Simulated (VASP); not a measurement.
# CoSi2 in VASP: notebook

The runs below take CoSi2 through single point, with PBE.

Everything below comes from runs of VASP 6.6.1. Logs are shortened: lines on timing, memory, paths and dates and some standing lists are left out, and cuts for length are marked.

### Step 1. The cell of the first run

The structure is tetragonal, space group I4/mmm (No. 139). Conventional cell: a = 3.747 Å, b = 3.747 Å, c = 5.601 Å, α = 90.00°, β = 90.00°, γ = 90.00°. Co (site symmetry 4/mmm) has 8 Si at 2.34 Å within 3.1 Å. Si (site symmetry -4m2) has 4 Co at 2.34 Å and 6 Si at 2.65 to 2.80 Å within 3.1 Å.

### Step 2. Single point, PBE (uniaxial strain along c: +4.5 %)

File INCAR:

```
SYSTEM = CoSi2
ALGO = Normal ; EDIFF = 1E-7
ENCUT = 520 ; GGA = PE
ISIF = 2 ; ISMEAR = 0
LASPH = .True. ; LCHARG = .False.
LREAL = .False. ; LWAVE = .False.
NBANDS = 26 ; NELM = 80
PREC = Accurate ; SIGMA = 0.1
```

File KPOINTS:

```
k-points
0
Gamma
  10 10 8
  0 0 0
```

File POSCAR:

```
CoSi2
1.0
    2.6497897460      2.6497897460      0.0000000000
   -2.6497897460      2.6497897460      0.0000000000
    0.0000000000      0.0000000000      5.6010726362
Co Si
2 4
Direct
    0.0000000000      0.0000000000      0.0000000000
    0.5000000000      0.5000000000      0.5000000000
    0.0000000000      0.5000000000      0.7500000000
    0.5000000000      0.0000000000      0.7500000000
    0.5000000000      0.0000000000      0.2500000000
    0.0000000000      0.5000000000      0.2500000000
```

Potentials or basis: VASP PAW PBE potentials, release 64 (Co, Si).

Command:

```bash
cat potpaw_PBE.64/Co/POTCAR potpaw_PBE.64/Si/POTCAR > POTCAR
mpirun -np 1 vasp_std > vasp.out
```

OUTCAR:

```text
SYSTEM = CoSi2
   EDIFF = 1E-7
   ENCUT = 520
   GGA = PE
   ISIF = 2
   ISMEAR = 0
   LASPH = .True.
   LREAL = .False.
   NELM = 80
   PREC = Accurate

 ion  position               nearest neighbor table
   1  0.000  0.000  0.000-   3 2.34   4 2.34   5 2.34   6 2.34   3 2.34   6 2.34   4 2.34   5 2.34

   2  0.500  0.500  0.500-   3 2.34   4 2.34   5 2.34   6 2.34   4 2.34   5 2.34   3 2.34   6 2.34

   3  0.000  0.500  0.750-   1 2.34   2 2.34   1 2.34   2 2.34   4 2.65   4 2.65   4 2.65   4 2.65
                             6 2.80   6 2.80
   4  0.500  0.000  0.750-   1 2.34   2 2.34   2 2.34   1 2.34   3 2.65   3 2.65   3 2.65   3 2.65
                             5 2.80   5 2.80
   5  0.500  0.000  0.250-   1 2.34   2 2.34   2 2.34   1 2.34   6 2.65   6 2.65   6 2.65   6 2.65
                             4 2.80   4 2.80
   6  0.000  0.500  0.250-   1 2.34   2 2.34   1 2.34   2 2.34   5 2.65   5 2.65   5 2.65   5 2.65
                             3 2.80   3 2.80

  LATTYP: Found a simple tetragonal cell.
 ALAT       =     3.7473685962
 C/A-ratio  =     1.4946681898

  Lattice vectors:

 A1 = (   2.6497897460,   2.6497897460,   0.0000000000)
 A2 = (  -2.6497897460,   2.6497897460,   0.0000000000)
 A3 = (   0.0000000000,   0.0000000000,   5.6010726362)

Analysis of symmetry for initial positions (statically):
=====================================================================
 Subroutine PRICEL returns following result:

  LATTYP: Found a body centered tetragonal cell.
 ALAT       =     3.7473685962
 C/A-ratio  =     1.4946681898

  Lattice vectors:

 A1 = (   2.6497897460,   0.0000000000,  -2.8005363181)
 A2 = (  -2.6497897460,   0.0000000000,  -2.8005363181)
 A3 = (   0.0000000000,   2.6497897460,   2.8005363181)

   2 primitive cells build up your supercell.

 Routine SETGRP: Setting up the symmetry group for a
 simple tetragonal supercell.

 Subroutine GETGRP returns: Found 16 space group operations
 (whereof 16 operations were pure point group operations)
 out of a pool of 16 trial point group operations.

The static configuration has the point symmetry D_4h.

Analysis of symmetry for dynamics (positions and initial velocities):
=====================================================================
 Subroutine PRICEL returns following result:

  LATTYP: Found a body centered tetragonal cell.
 ALAT       =     3.7473685962
 C/A-ratio  =     1.4946681898

  Lattice vectors:

 A1 = (   2.6497897460,   0.0000000000,  -2.8005363181)
 A2 = (  -2.6497897460,   0.0000000000,  -2.8005363181)
 A3 = (   0.0000000000,   2.6497897460,   2.8005363181)

   2 primitive cells build up your supercell.

 Routine SETGRP: Setting up the symmetry group for a
 simple tetragonal supercell.

 Subroutine GETGRP returns: Found 16 space group operations
 (whereof 16 operations were pure point group operations)
 out of a pool of 16 trial point group operations.

The dynamic configuration has the point symmetry D_4h.

 Subroutine INISYM returns: Found 16 space group operations
 (whereof 16 operations are pure point group operations),
 and found     2 'primitive' translations

----------------------------------------------------------------------------------------

                                     Primitive cell

  volume of cell :      39.3273

  direct lattice vectors                    reciprocal lattice vectors
     2.649789746  0.000000000 -2.800536318     0.188694216  0.188694216 -0.178537231
    -2.649789746  0.000000000 -2.800536318    -0.188694216  0.188694216 -0.178537231
     0.000000000  2.649789746  2.800536318     0.000000000  0.377388433  0.000000000

  length of vectors
     3.855436339  3.855436339  3.855436339     0.321070954  0.321070954  0.377388433

  position of ions in fractional coordinates (direct lattice)
     0.000000000  0.000000000  0.000000000
     0.250000000  0.750000000  0.500000000
     0.750000000  0.250000000  0.500000000

  ion indices of the primitive-cell ions
   primitive index   ion index
                 1           1
                 2           3
                 3           4

----------------------------------------------------------------------------------------

 KPOINTS: k-points

Automatic generation of k-mesh.
 Grid dimensions read from file:
 generate k-points for:   10   10    8

 Generating k-lattice:

  Cartesian coordinates                     Fractional coordinates (reciprocal lattice)
     0.018869422  0.018869422  0.000000000     0.100000000  0.000000000  0.000000000
    -0.018869422  0.018869422  0.000000000     0.000000000  0.100000000  0.000000000
     0.000000000  0.000000000  0.022317154     0.000000000  0.000000000  0.125000000

  Length of vectors
     0.026685392  0.026685392  0.022317154

  Shift w.r.t. Gamma in fractional coordinates (k-lattice)
     0.000000000  0.000000000  0.000000000

 Subroutine IBZKPT returns following result:
 ===========================================

 Found    105 irreducible k-points:

 Following reciprocal coordinates:
            Coordinates               Weight
  0.000000  0.000000  0.000000      1.000000
  0.100000  0.000000  0.000000      4.000000
  0.200000  0.000000  0.000000      4.000000
  0.300000  0.000000  0.000000      4.000000
  0.400000  0.000000  0.000000      4.000000
  0.500000  0.000000  0.000000      2.000000
[... 16 lines left out ...]
  0.100000  0.000000  0.125000      8.000000
  0.200000  0.000000  0.125000      8.000000
 [... further k-points ...]
   k-points           NKPTS =    105   k-points in BZ     NKDIM =    105   number of bands    NBANDS=     26
   number of dos      NEDOS =    301   number of ions     NIONS =      6
   total plane-waves  NPLWV =  32928
   dimension x,y,z NGX =    28 NGY =   28 NGZ =   42
   dimension x,y,z NGXF=    56 NGYF=   56 NGZF=   84
   ions per type =               2   4
   NGX,Y,Z   is equivalent  to a cutoff of  12.42, 12.42, 12.47 a.u.
   NGXF,Y,Z  is equivalent  to a cutoff of  24.84, 24.84, 24.93 a.u.
 SYSTEM =  CoSi2
   PREC   = accura    normal or accurate (medium, high low for compatibility)
   ISTART =      0    job   : 0-new  1-cont  2-samecut
   ICHARG =      2    charge: 1-file 2-atom 10-const
   ISPIN  =      1    spin polarized calculation?
   LNONCOLLINEAR =      F non collinear calculations
   LSORBIT =      F    spin-orbit coupling
   LASPH  =      T    aspherical Exc in radial PAW
   ENCUT  =  520.0 eV  38.22 Ry    6.18 a.u.   6.97  6.97 10.41*2*pi/ulx,y,z
   NELM   =     80;   NELMIN=  2; NELMDL= -5     # of ELM steps
   EDIFF  = 0.1E-06   stopping-criterion for ELM
   LREAL  =      F    real-space projection
   EDIFFG = 0.1E-05   stopping-criterion for IOM
   NSW    =      0    number of steps for IOM
   IBRION =     -1    ionic relax: 0-MD 1-quasi-New 2-CG
   NFREE  =      0    steps in history (QN), initial steepest desc. (CG)
   ISIF   =      2    stress and relaxation
   ISYM   =      2    0-nonsym 1-usesym 2-fastsym
   POTIM  = 0.5000    time-step for ionic-motion
   TEBEG  =    0.0;   TEEND  =   0.0 temperature during run
   PSTRESS=    0.0 pullay stress
   NELECT =      34.0000    total number of electrons
   NUPDOWN=      -1.0000    fix difference up-down
   EMIN   =  10.00;   EMAX   =-10.00  energy-range for DOS
   EFERMI =   0.00;   METHOD = LEGACY
   ISMEAR =     0;   SIGMA  =   0.10  broadening in eV -4-tet -1-fermi 0-gaus
   EFERMI_NEDOS =   21; number of points for ismear=-14 and -15
   IALGO  =     38    algorithm
   IMIX   =      4    mixing-type and parameters
     AMIX     =   0.40;   BMIX     =  1.00
     AMIX_MAG =   1.60;   BMIX_MAG =  1.00
  volume/ion in A,a.u.               =      13.11        88.46
  Fermi-wavevector in a.u.,A,eV,Ry     =   1.237827  2.339153 20.847045  1.532215
  Thomas-Fermi vector in A             =   2.372377
   LORBIT       =      0    0 simple, 1 ext, 2 COOP (PROOUT), +10 PAW based schemes
   GGA     = PE    functional components
   LHFCALC =     F    Hartree Fock is set to
   AEXX    =    0.0000 exact exchange contribution
   IVDW    =     0    specifies the selected vdW correction
   LEPSILON=     F    determine dielectric tensor
   LRPA    =     F    only Hartree local field effects (RPA)
 non-spin polarized calculation
 Gauss-broadening in eV      SIGMA  =   0.10
  energy-cutoff  :      520.00
  volume of cell :       78.65
 maximum number of plane-waves:      2142
 NGX is ok and might be reduce to    28

 number of electron      33.9999992 magnetization

 Free energy of the ion-electron system (eV)
  ---------------------------------------------------
  ext. energy  EPLUGINS =         0.00000000
  ---------------------------------------------------
  free energy    TOTEN  =       -38.53782234 eV

  energy without entropy =      -38.52781811  energy(sigma->0) =      -38.53282022

 E-fermi :   9.7658     XC(G=0): -11.6391

 val. band max:        9.7644654220   @ k =   0.4000   0.2000   0.0000
 cond. band min:       9.7758927461   @ k =   0.3000   0.3000   0.3750
 fundamental gap:      0.0114273240
 Fermi energy:         9.7657898674

 k-point     1 :       0.0000    0.0000    0.0000
  band No.  band energies     occupation
      1      -3.1795      2.00000
      2       0.2738      2.00000
      3       2.7178      2.00000
      4       3.8647      2.00000
      5       5.7283      2.00000
      6       5.7283      2.00000
[... 18 lines left out ...]
     25      14.2375      0.00000
     26      15.9781      0.00000

 k-point     2 :       0.1000    0.0000    0.0000
  band No.  band energies     occupation
      1      -3.0759      2.00000
      2       0.3573      2.00000
      3       2.8153      2.00000
      4       3.5377      2.00000
      5       5.4584      2.00000
      6       5.7833      2.00000
[... 18 lines left out ...]
     25      14.7129      0.00000
     26      15.3292      0.00000

 k-point     3 :       0.2000    0.0000    0.0000
  band No.  band energies     occupation
      1      -2.7668      2.00000
      2       0.6064      2.00000
      3       2.6122      2.00000
      4       3.1448      2.00000
      5       4.7883      2.00000
      6       5.9436      2.00000
[... 18 lines left out ...]
     25      14.9411      0.00000
     26      15.6324      0.00000

 k-point     4 :       0.3000    0.0000    0.0000
  band No.  band energies     occupation
      1      -2.2569      2.00000
      2       1.0162      2.00000
      3       1.4880      2.00000
      4       3.6101      2.00000
      5       3.9450      2.00000
      6       5.8096      2.00000
[... 18 lines left out ...]
     25      15.3722      0.00000
     26      15.9212      0.00000

 k-point     5 :       0.4000    0.0000    0.0000
  band No.  band energies     occupation
      1      -1.5554      2.00000
      2       0.3536      2.00000
      3       1.5774      2.00000
      4       3.0789      2.00000
      5       4.2194      2.00000
      6       5.4475      2.00000
[... 18 lines left out ...]
     25      15.8586      0.00000
     26      16.1741      0.00000

 k-point     6 :       0.5000    0.0000    0.0000
  band No.  band energies     occupation
      1      -0.6769      2.00000
      2      -0.6769      2.00000
      3       2.2740      2.00000
      4       2.2740      2.00000
      5       4.8771      2.00000
      6       4.8771      2.00000
[... 427 lines left out ...]
 k-point    21 :       0.5000    0.5000    0.0000
  band No.  band energies     occupation
      1       1.0722      2.00000
      2       1.0722      2.00000
      3       2.7292      2.00000
      4       2.7292      2.00000
      5       3.1936      2.00000
      6       3.1936      2.00000
[... 18 lines left out ...]
     25      18.2824      0.00000
     26      18.2824      0.00000

 k-point    22 :       0.0000    0.0000    0.1250
  band No.  band energies     occupation
      1      -3.1083      2.00000
      2      -0.0839      2.00000
      3       3.1721      2.00000
      4       3.9204      2.00000
      5       5.7383      2.00000
      6       5.7383      2.00000
[... 18 lines left out ...]
     25      14.3350      0.00000
     26      16.0564      0.00000

 k-point    23 :       0.1000    0.0000    0.1250
  band No.  band energies     occupation
      1      -3.0049      2.00000
      2       0.0038      2.00000
      3       3.2634      2.00000
      4       3.5917      2.00000
      5       5.3559      2.00000
      6       5.7918      2.00000
[... 18 lines left out ...]
     25      15.1810      0.00000
     26      15.4142      0.00000

 k-point    24 :       0.2000    0.0000    0.1250
  band No.  band energies     occupation
      1      -2.6965      2.00000
      2       0.2643      2.00000
      3       2.6892      2.00000
      4       3.5532      2.00000
      5       4.6355      2.00000
      6       5.9466      2.00000
[... 18 lines left out ...]
     25      15.2262      0.00000
     26      15.7863      0.00000

 [... further k-points ...]
[... 5 lines left out ...]
  --------------------------------------------------------------------------------------
  -------------------------------------------------------------------------------------
  Total       -1.0425876     -1.0425876     -3.2420212      0.0000000      0.0000000     -0.0000000
  in kB      -21.2372910    -21.2372910    -66.0392903      0.0000000      0.0000000     -0.0000000
  external PRESSURE =     -36.1712908 kB  Pullay stress =       0.0000000 kB

 VOLUME and BASIS-vectors are now :
 -----------------------------------------------------------------------------
  energy-cutoff  :      520.00
  volume of cell :       78.65
      direct lattice vectors                 reciprocal lattice vectors
     2.649789746  2.649789746  0.000000000     0.188694216  0.188694216  0.000000000
    -2.649789746  2.649789746  0.000000000    -0.188694216  0.188694216  0.000000000
     0.000000000  0.000000000  5.601072636     0.000000000  0.000000000  0.178537231

 POSITION                                       TOTAL-FORCE (eV/Angst)
 -----------------------------------------------------------------------------------
      0.00000      0.00000      0.00000        -0.000000      0.000000     -0.000000
      0.00000      2.64979      2.80054         0.000000      0.000000      0.000000
     -1.32489      1.32489      4.20080        -0.000000     -0.000000     -0.000000
      1.32489      1.32489      4.20080         0.000000     -0.000000     -0.000000
      1.32489      1.32489      1.40027        -0.000000     -0.000000     -0.000000
     -1.32489      1.32489      1.40027         0.000000     -0.000000     -0.000000
 -----------------------------------------------------------------------------------
    total drift:                               -0.000000      0.000000      0.000000

  FREE ENERGIE OF THE ION-ELECTRON SYSTEM (eV)
  ---------------------------------------------------
  free  energy   TOTEN  =       -38.5378223396 eV

  energy  without entropy=      -38.5278181074  energy(sigma->0) =      -38.53282022
```

It took 3.2 min on 1 thread of Intel Xeon 6975P-C, shared host; peak memory 0.3 GiB.

Results:

* Free energy: -38.5378 eV
* Pressure: -3.6 GPa
* Band gap on the k mesh: zero (band 17 reaches 11.63 eV, above the bottom of band 18 at 8.50 eV)

Caveat: the cell differs from its parent crystal (uniaxial strain along c: +4.5 %).

### Step 3. Single point, PBE (biaxial strain in the a-b plane: +1.5 %)

File INCAR:

```
SYSTEM = CoSi2
ALGO = Normal ; EDIFF = 1E-7
ENCUT = 520 ; GGA = PE
ISIF = 2 ; ISMEAR = 0
LASPH = .TRUE. ; LCHARG = .TRUE.
LELF = .TRUE. ; LREAL = .FALSE.
LVHAR = .TRUE. ; LWAVE = .FALSE.
NBANDS = 26 ; NELM = 100
PREC = Accurate ; SIGMA = 0.1
```

File KPOINTS:

```
k-points
0
G
  10 10 8
  0 0 0
```

POSCAR, as its differences from that of step 2:

```diff
@@ -2,5 +2,5 @@
 1.0
-    2.6497897460      2.6497897460      0.0000000000
-   -2.6497897460      2.6497897460      0.0000000000
-    0.0000000000      0.0000000000      5.6010726362
+    2.7201381442      2.7201381442      0.0000000000
+   -2.7201381442      2.7201381442      0.0000000000
+    0.0000000000      0.0000000000      5.3116392137
 Co Si
```

Potentials or basis: VASP PAW PBE potentials, release 64 (Co, Si).

Command:

```bash
cat potpaw_PBE.64/Co/POTCAR potpaw_PBE.64/Si/POTCAR > POTCAR
mpirun -np 1 vasp_std > vasp.out
```

It took 5.3 min on 1 thread of Intel Xeon Platinum 8259CL at 2.50GHz (Skylake/Cascade Lake), shared host; peak memory 0.3 GiB.

The run converged. Its results:

* Free energy: -38.5682 eV
* Pressure: -3.6 GPa
* Band gap on the k mesh: zero (band 17 reaches 11.35 eV, above the bottom of band 18 at 8.52 eV)

Stress tensor (GPa, compression positive):
```
-4.45  0.00  0.00
 0.00 -4.45  0.00
 0.00  0.00 -2.04
```

Levels at points of the mesh, in eV from the Fermi level:
```
           k point  band 15  band 16  band 17  band 18  band 19  band 20
(0.00, 0.00, 0.00)    -1.28     0.56     1.39     2.86     3.13     3.37
(0.50, 0.00, 0.00)    -0.96    -0.96     0.22     0.22     2.32     2.32
(0.50, 0.50, 0.00)    -1.82    -1.82    -1.25    -1.25     1.55     1.55
(0.00, 0.00, 0.50)    -0.30    -0.30    -0.04    -0.04     1.23     1.23
(0.50, 0.00, 0.50)    -0.53    -0.53    -0.37    -0.37     2.65     2.65
(0.50, 0.50, 0.50)    -1.40    -1.40    -0.60    -0.60     3.66     3.66
```

Caveat: the cell differs from its parent crystal (biaxial strain in the a-b plane: +1.5 %). Spin polarisation is off, so any magnetic state and its effect on volume and gap are missing.

### Step 4. Single point, PBE

This run uses another cell than the first one: it holds 3 atoms, not 6.

File INCAR:

```
ALGO = Normal ; EDIFF = 1E-7
ENCUT = 520 ; GGA = PE
ISIF = 2 ; ISMEAR = 0
LASPH = True ; LCHARG = True
LELF = True ; LREAL = False
LVHAR = True ; LWAVE = False
NBANDS = 16 ; NELM = 100
PREC = Accurate ; SIGMA = 0.1
```

File KPOINTS:

```
k-points
0
Gamma
  14 14 14
```

File POSCAR:

```
CoSi2
1.0
    0.0000000000      2.4455302170      2.4455302170
    2.4455302170      0.0000000000      2.4455302170
    2.4455302170      2.4455302170      0.0000000000
Co Si
1 2
Direct
    0.0000000000      0.0000000000      0.0000000000
    0.2500000000      0.2500000000      0.2500000000
    0.7500000000      0.7500000000      0.7500000000
```

Command:

```bash
cat potpaw_PBE.64/Co/POTCAR potpaw_PBE.64/Si/POTCAR > POTCAR
mpirun -np 1 vasp_std > vasp.out
```

Wall time 31 s (1 thread of Intel Xeon Platinum 8488C (Sapphire Rapids), shared host); peak memory 0.18 GiB.

The run converged. Its results:

| Quantity | Value |
| --- | --- |
| Free energy | -17.2719 eV |
| Pressure | 90.0 GPa |

Levels at points of the mesh, in eV from the Fermi level:
```csv
k point,band 5,band 6,band 7,band 8,band 9,band 10,band 11,band 12,band 13,band 14
"(0.00, 0.00, 0.00)",-3.05,-3.05,3.39,3.39,3.39,3.87,4.63,4.63,4.63,7.09
"(0.50, 0.00, 0.00)",-2.95,-2.56,-2.56,-0.59,-0.59,3.52,4.29,4.29,7.03,11.67
"(0.50, 0.50, 0.00)",-4.48,-2.88,-2.88,-2.83,-2.12,2.88,3.04,8.76,12.61,12.61
```

Spin polarisation is off, so any magnetic state and its effect on volume and gap are missing.

### Step 5. Summary

| cell | k mesh | gap on the mesh (eV) | pressure (GPa) |
| --- | --- | --- | --- |
| a = 3.747, b = 3.747, c = 5.601 Å, 6 atoms | 10 × 10 × 8 | none | -3.6 |
| a = 3.847, b = 3.847, c = 5.312 Å, 6 atoms | 10 × 10 × 8 | none | -3.6 |
| a = 3.459 Å, angles 60.0°, 3 atoms | 14 × 14 × 14 | none | 90.0 |

Alike in all rows: task single point; level PBE; potentials or basis VASP PAW PBE potentials, release 64 (Co, Si); no spin polarisation; cutoff (eV) 520; smearing gaussian 0.1 eV.

Absolute energies hang on the potentials; compare differences alone.
